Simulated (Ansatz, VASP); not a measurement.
## Two plane-wave programs on Sn3Mo2

```
Sn Mo
1.0
     4.00285    0.00000    0.00000
     0.00000    4.00285    0.00000
     0.00000    0.00000    7.59653
Sn Mo
3 2
Direct
  0.50000 0.00000 0.96967
  0.00000 0.50000 0.96967
  0.00000 0.00000 0.36437
  0.00000 0.00000 0.71915
  0.50000 0.50000 0.24714
```

Change from the starting cell: species swapped into the Cu3Te2 type (P4mm, No. 99).

Alike in both runs: functional PBE; k mesh 4 × 4 × 4; occupations gaussian, width 0.1 eV; no spin polarisation.

Ansatz relaxed the structure, and its values are those at the end. VASP's run is a single point on that final structure, the one shown.

```csv
,VASP,Ansatz
version,VASP 6.6.1,Ansatz 0.2.0
potentials or method,"VASP PAW PBE potentials, release 64 (Sn_d, Mo_sv), cutoff 520 eV","scalar-relativistic, plane waves, PAW"
valence electrons in the cell,70,70
```

VASP gave:

| Item | Value |
| --- | --- |
| gap on the k mesh at the Fermi level (eV) | none |
| pressure (GPa) | 0.1 |
| rms of the force components (eV/Å) | 0.006 |

Problem. What did Ansatz give for the same quantities?

Solution. gap on the k mesh at the Fermi level (eV): none; pressure (GPa): 0.0; rms of the force components (eV/Å): 0.003.

A gap of «none» marks a metal or a gap that the smearing closes. With one functional, cell and mesh, what is left measures potentials, basis and numerics.

The k mesh is coarse, so the values compare programs but aren't converged.
